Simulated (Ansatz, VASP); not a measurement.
**Two plane-wave programs on MgS**

```xyz
4
Lattice="4.0296 0.0000 0.0000 -2.0148 3.4897 0.0000 0.0000 0.0000 6.4136" Properties=species:S:1:pos:R:3 pbc="T T T"
Mg    2.0148    1.1632    3.1825
Mg    0.0000    2.3265    6.3893
S     0.0000    2.3265    2.4294
S     2.0148    1.1632    5.6362
```

Alike in both runs: functional PBEsol; k mesh 5 × 5 × 3; no spin polarisation.

Ansatz relaxed the structure, and its values are those at the end. VASP's run is a single point on that final structure, the one shown.

|  | VASP | Ansatz |
| --- | --- | --- |
| version | VASP 6.6.1 | Ansatz 0.2.0 |
| potentials or method | VASP PAW PBE potentials, release 64 (Mg, S), cutoff 520 eV | plane waves, PAW |
| occupations | gaussian, width 0.01 eV | fixed |
| valence electrons in the cell | 16 | 32 |

|  | VASP | Ansatz | Ansatz less VASP |
| --- | --- | --- | --- |
| pressure (GPa) | -0.1 | 0.0 | +0.09 |

VASP's potentials were made for PBE, not for PBEsol. VASP's potentials hold 16 valence electrons a cell and Ansatz's 32, so a difference there can come from the potentials and not from the codes.
